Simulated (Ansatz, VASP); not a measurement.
## CsH in VASP and in Ansatz

```xyz
2
Lattice="0.0000 3.1880 3.1880 3.1880 0.0000 3.1880 3.1880 3.1880 0.0000" Properties=species:S:1:pos:R:3 pbc="T T T"
Cs    0.0000    0.0000   -0.1000
H     3.1880    3.1880    3.1880
```

Change from the starting cell: all Cs atoms moved -0.100 Å, as atom 1 along Cartesian [0 0 1].

Alike in both runs: task single point; functional LDA; k mesh 8 × 8 × 8; occupations gaussian, width 0.05 eV; no spin polarisation.

|  | VASP | Ansatz |
| --- | --- | --- |
| version | VASP 6.6.1 | Ansatz 0.2.0 |
| potentials or method | VASP PAW LDA potentials, release 64 (Cs_sv, H), cutoff 520 eV | scalar-relativistic, plane waves, PAW |
| valence electrons in the cell | 10 | 10 |

VASP gave:

| Quantity | Value |
| --- | --- |
| gap on the k mesh at the Fermi level (eV) | 1.95 |
| least direct gap on the mesh (eV) | 1.95 |
| pressure (GPa) | -1.2 |
| traceless stress, the component that is largest in VASP (GPa) | 0.07 |
| rms of the force components (eV/Å) | 0.027 |

Problem. Which values does Ansatz return?

Solution. gap on the k mesh at the Fermi level (eV): 1.96; least direct gap on the mesh (eV): 1.96; pressure (GPa): -1.2; traceless stress, the component that is largest in VASP (GPa): 0.06; rms of the force components (eV/Å): 0.027.

LDA's correlation is that of Perdew and Zunger in VASP and of Perdew and Wang (1992) in Ansatz. Atom by atom the forces differ by 0.000 eV/Å (rms over components).

Neither program's run includes spin-orbit coupling.
